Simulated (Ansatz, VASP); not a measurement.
One calculation of Hf, two programs

```
Hf
1.0
     3.14513    0.00000    0.00000
    -1.57256    2.72376    0.00000
     0.00000    0.00000    5.22502
Hf
2
Direct
  0.33333 0.66667 0.25000
  0.66667 0.33333 0.75000
```

Alike in both runs: task single point; functional PBE; k mesh 18 × 18 × 10; occupations gaussian, width 0.15 eV; no spin polarisation.

|  | VASP | Ansatz |
| --- | --- | --- |
| version | VASP 6.6.1 | Ansatz 0.2.0 |
| potentials or method | VASP PAW PBE potentials, release 64 (Hf_pv), cutoff 520 eV | scalar-relativistic, plane waves, PAW |
| valence electrons in the cell | 20 | 52 |

```tsv
	VASP	Ansatz	Ansatz less VASP
gap on the k mesh at the Fermi level (eV)	none	none	-
pressure (GPa)	0.3	0.7	+0.42
traceless stress, the component that is largest in VASP (GPa)	-4.05	-4.00	+0.056
```

A gap of «none» marks a metal or a gap that the smearing closes. With one functional, cell and mesh, what is left measures potentials, basis and numerics. VASP's potentials hold 20 valence electrons a cell and Ansatz's 52, so a difference there can come from the potentials and not from the codes.

Neither program's run includes spin-orbit coupling.
